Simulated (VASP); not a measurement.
# Li (P6/mmm) in VASP: notebook, part 2 of 2

VASP 6.6.1.

### Step 3. Relaxation of shape and atoms at fixed volume, PBE

This run uses another cell than the first one, of 12.17 Å³/atom.

File INCAR:

```
SYSTEM = Li
PREC     = Accurate       ! precision mode
ENCUT    = 600            ! plane-wave cutoff, eV
EDIFF    = 1E-7           ! SCF threshold, eV
ISMEAR   = -1             ! smearing method
SIGMA    = 0.1            ! smearing width, eV
LREAL    = .False.        ! projectors in reciprocal space
LASPH    = .True.         ! aspherical terms in the spheres
NELM     = 80             ! most SCF steps
ALGO     = Normal         ! electronic algorithm
ISIF     = 4              ! what is computed and relaxed
LWAVE    = .False.        ! write WAVECAR
LCHARG   = .False.        ! write CHGCAR
GGA      = PE             ! functional
IBRION   = 2              ! ionic algorithm
NSW      = 50             ! ionic steps
EDIFFG   = -0.005         ! ionic threshold
```

File KPOINTS:

```
Automatic mesh
0
Gamma
  16 16 15
  0 0 0
```

File POSCAR:

```
Li
1.0
    2.4786500764      0.0000000000      0.0000000000
   -1.2393250382      2.1465739333      0.0000000000
    0.0000000000      0.0000000000      2.2879974005
Li
1
Direct
    0.0000000000      0.0000000000      0.0000000000
```

Potentials or basis: VASP PAW PBE potentials, release 64 (Li_sv).

On the command line:

```console
$ cat potpaw_PBE.64/Li_sv/POTCAR > POTCAR
$ mpirun -np 1 vasp_std > vasp.out
```

OUTCAR:

```text
SYSTEM = Li
   PREC = Accurate
   ENCUT = 600
   EDIFF = 1E-7
   ISMEAR = -1
   LREAL = .False.
   LASPH = .True.
   NELM = 80
   ISIF = 4
   GGA = PE
   IBRION = 2
   NSW = 50
   EDIFFG = -0.005

 ion  position               nearest neighbor table
   1  0.000  0.000  0.000-

  LATTYP: Found a hexagonal cell.
 ALAT       =     2.4786500764
 C/A-ratio  =     0.9230820527

  Lattice vectors:

 A1 = (   2.4786500764,   0.0000000000,   0.0000000000)
 A2 = (  -1.2393250382,   2.1465739333,   0.0000000000)
 A3 = (   0.0000000000,   0.0000000000,   2.2879974005)

Analysis of symmetry for initial positions (statically):
=====================================================================
 Subroutine PRICEL returns:
 Original cell was already a primitive cell.

 Routine SETGRP: Setting up the symmetry group for a
 hexagonal supercell.

 Subroutine GETGRP returns: Found 24 space group operations
 (whereof 24 operations were pure point group operations)
 out of a pool of 24 trial point group operations.

The static configuration has the point symmetry D_6h.

Analysis of symmetry for dynamics (positions and initial velocities):
=====================================================================
 Subroutine PRICEL returns:
 Original cell was already a primitive cell.

 Routine SETGRP: Setting up the symmetry group for a
 hexagonal supercell.

 Subroutine GETGRP returns: Found 24 space group operations
 (whereof 24 operations were pure point group operations)
 out of a pool of 24 trial point group operations.

The dynamic configuration has the point symmetry D_6h.

 Subroutine INISYM returns: Found 24 space group operations
 (whereof 24 operations are pure point group operations),
 and found     1 'primitive' translations
[... 118 lines left out ...]
   GGA     = PE    functional components
   LHFCALC =     F    Hartree Fock is set to
   AEXX    =    0.0000 exact exchange contribution
   IVDW    =     0    specifies the selected vdW correction
   LEPSILON=     F    determine dielectric tensor
   LRPA    =     F    only Hartree local field effects (RPA)
 conjugate gradient relaxation of ions
 non-spin polarized calculation
  energy-cutoff  :      600.00
  volume of cell :       12.17
 maximum number of plane-waves:       423
 NGX is ok and might be reduce to    20
   NGX =  9   NGY =  9   NGZ =  9

--------------------------------------- Ionic step        1  -------------------------------------------

 number of electron       3.0000010 magnetization

 Free energy of the ion-electron system (eV)
  ---------------------------------------------------
  ext. energy  EPLUGINS =         0.00000000
  ---------------------------------------------------
  free energy    TOTEN  =        -1.57689024 eV

  energy without entropy =       -1.56564617  energy(sigma->0) =       -1.57126821

------------------------ aborting loop because EDIFF is reached ----------------------------------------

  FORCE on cell =-STRESS in cart. coord.  units (eV):
  Direction    XX          YY          ZZ          XY          YZ          ZX
  --------------------------------------------------------------------------------------
  -------------------------------------------------------------------------------------
  Total        1.2052862      1.2052862      1.0562979      0.0000000      0.0000000      0.0000000
  in kB      158.6295724    158.6295724    139.0210022      0.0000000      0.0000000      0.0000000
  external PRESSURE =     152.0933824 kB  Pullay stress =       0.0000000 kB
[... 57 lines left out ...]
--------------------------------------- Ionic step        3  -------------------------------------------

 number of electron       3.0000010 magnetization

 Free energy of the ion-electron system (eV)
  ---------------------------------------------------
  ext. energy  EPLUGINS =         0.00000000
  ---------------------------------------------------
  free energy    TOTEN  =        -1.57755915 eV

  energy without entropy =       -1.56607172  energy(sigma->0) =       -1.57181543

 E-fermi :   2.3076     XC(G=0):  -8.4140

 val. band max:        2.3042066439   @ k =   0.3750   0.0625   0.2000
 cond. band min:       2.3091847451   @ k =   0.4375   0.0625   0.1333
 fundamental gap:      0.0049781012
 Fermi energy:         2.3075523617

 k-point     1 :       0.0000    0.0000    0.0000
  band No.  band energies     occupation
      1     -43.6914      2.00000
      2      -1.6303      2.00000
      3      20.1904      0.00000
      4      21.3753      0.00000
      5      21.3753      0.00000
[... 177 lines left out ...]
 k-point    24 :       0.2500    0.1875    0.0000
  band No.  band energies     occupation
      1     -43.5894      2.00000
      2       1.0694      1.99999
      3       9.2788      0.00000
      4      13.3890      0.00000
      5      24.0728      0.00000

 [... further k-points ...]

------------------------ aborting loop because EDIFF is reached ----------------------------------------

  FORCE on cell =-STRESS in cart. coord.  units (eV):
  Direction    XX          YY          ZZ          XY          YZ          ZX
  --------------------------------------------------------------------------------------
  -------------------------------------------------------------------------------------
  Total        1.1516888      1.1516888      1.1543238      0.0000000      0.0000000      0.0000000
  in kB      151.5755480    151.5755480    151.9223340      0.0000000      0.0000000      0.0000000
  external PRESSURE =     151.6911433 kB  Pullay stress =       0.0000000 kB
[... 16 lines left out ...]
  FREE ENERGIE OF THE ION-ELECTRON SYSTEM (eV)
  ---------------------------------------------------
  free  energy   TOTEN  =        -1.5775591470 eV

  energy  without entropy=       -1.5660717172  energy(sigma->0) =       -1.57181543

 reached required accuracy - stopping structural energy minimisation
```

OSZICAR:

```text
N       E                     dE             d eps       ncg     rms          rms(c)
DAV:   1     0.101733286734E+01    0.10173E+01   -0.82778E+02  2455   0.484E+02
DAV:   2    -0.147746029631E+01   -0.24948E+01   -0.23592E+01  3455   0.594E+01
DAV:   3    -0.157170674733E+01   -0.94246E-01   -0.93802E-01  3005   0.885E+00
[... 20 lines left out ...]
DAV:   2    -0.157754562879E+01   -0.49632E-04   -0.65452E-05  2980   0.978E-02    0.675E-02
DAV:   3    -0.157755700434E+01   -0.11376E-04   -0.10500E-05  2950   0.331E-02    0.101E-03
DAV:   4    -0.157755874588E+01   -0.17415E-05   -0.57431E-08  3195   0.270E-03    0.443E-04
DAV:   5    -0.157755911990E+01   -0.37403E-06   -0.98690E-09  1400   0.114E-03    0.633E-05
DAV:   6    -0.157755914696E+01   -0.27061E-07   -0.34248E-10  1255   0.226E-04
   3 F= -.15775591E+01 E0= -.15718154E+01  d E =-.668909E-03
```

It took 32 s on 1 thread of Intel Xeon 8259CL, shared host; peak memory 0.13 GiB.

What came out:

```
Free energy               : -1.5776 eV
Energy gained by relaxing : 0.7 meV/atom
Ionic steps               : 3
Pressure after relaxing   : 15.2 GPa
Band gap on the k mesh    : zero (an odd number of electrons rules out a gap without spin polarisation)
```

Step by step:
```tsv
step	energy change (eV)	largest force (eV/Å)	pressure (GPa)	volume (Å³)
1	0.0000	0.0000	15.21	12.17
2	-0.0005	0.0000	15.19	12.17
3	-0.0007	0.0000	15.17	12.17
```

Final structure:
```xyz
1
Lattice="2.4901 0.0000 0.0000 -1.2451 2.1565 0.0000 0.0000 0.0000 2.2670" Properties=species:S:1:pos:R:3 pbc="T T T"
Li    0.0000    0.0000    0.0000
```

Caveat: the cutoff is under 1.25 times the usual one of these potentials, so pressure, stress and relaxed cells hold a basis-set (Pulay) error.

### Step 4. Relaxation of shape and atoms at fixed volume, PBE

This run uses another cell than the first one, of 13.80 Å³/atom.

File INCAR:

```
PREC = Accurate
ENCUT = 600
EDIFF = 1E-6
ISMEAR = -1
SIGMA = 0.1
LREAL = F
LASPH = T
NELM = 80
ALGO = Normal
ISIF = 4
LWAVE = F
LCHARG = F
GGA = PE
IBRION = 2
NSW = 50
EDIFFG = -0.005
```

File KPOINTS:

```
Automatic mesh
0
Gamma
  16 16 15
```

File POSCAR:

```
Li
1.0
    2.5842494965      0.0000000000      0.0000000000
   -1.2921247482      2.2380257137      0.0000000000
    0.0000000000      0.0000000000      2.3854743299
Li
1
Direct
    0.0000000000      0.0000000000      0.0000000000
```

On the command line:

```console
$ cat potpaw_PBE.64/Li_sv/POTCAR > POTCAR
$ mpirun -np 1 vasp_std > vasp.out
```

It took 26 s on 1 thread of Intel Xeon 8259CL, shared host; peak memory 0.14 GiB.

It converged, with:

```yaml
Free_energy: -1.7018 eV
Energy_gained_by_relaxing: 0.3 meV/atom
Ionic_steps: 3
Pressure_after_relaxing: 9.2 GPa
Band_gap_on_the_k_mesh: zero (an odd number of electrons rules out a gap without spin polarisation)
```

Step by step:
| step | energy change (eV) | largest force (eV/Å) | pressure (GPa) | volume (Å³) |
| --- | --- | --- | --- | --- |
| 1 | 0.0000 | 0.0000 | 9.27 | 13.80 |
| 2 | -0.0003 | 0.0000 | 9.26 | 13.80 |
| 3 | -0.0003 | 0.0000 | 9.25 | 13.80 |

Final structure:
```
Li
1.0
     2.59268    0.00000    0.00000
    -1.29634    2.24532    0.00000
     0.00000    0.00000    2.36999
Li
1
Cartesian
  -1.2963 2.2453 2.3700
```

Levels at points of the mesh, in eV from the Fermi level:
```tsv
k point	band 1	band 2	band 3	band 4	band 5
(0.00, 0.00, 0.00)	-46.11	-3.87	16.30	17.55	17.55
(0.50, 0.00, 0.00)	-46.03	-0.40	4.29	12.36	17.44
```

Caveat: the cutoff is under 1.25 times the usual one of these potentials, so pressure, stress and relaxed cells hold a basis-set (Pulay) error.

### Step 5. The runs side by side

| cell | gap on the mesh (eV) | pressure (GPa) |
| --- | --- | --- |
| relaxed from a = 2.363, b = 2.363, c = 2.181 Å, angles 90.0, 90.0, 120.0°, 1 atom | none | 24.7 |
| relaxed from a = 2.479, b = 2.479, c = 2.288 Å, angles 90.0, 90.0, 120.0°, 1 atom | none | 15.2 |
| relaxed from a = 2.584, b = 2.584, c = 2.385 Å, angles 90.0, 90.0, 120.0°, 1 atom | none | 9.2 |

Alike in all rows: task relaxation of shape and atoms at fixed volume; level PBE; potentials or basis VASP PAW PBE potentials, release 64 (Li_sv); no spin polarisation; k mesh 16 × 16 × 15; cutoff (eV) 600; smearing fermi-dirac 0.1 eV.

Caveats: the cutoff is under 1.25 times the usual one of these potentials, so pressure, stress and relaxed cells hold a basis-set (Pulay) error.

Absolute energies hang on the potentials; compare differences alone.

The gap in the log of VASP goes by the Fermi energy; the results here count the filled bands.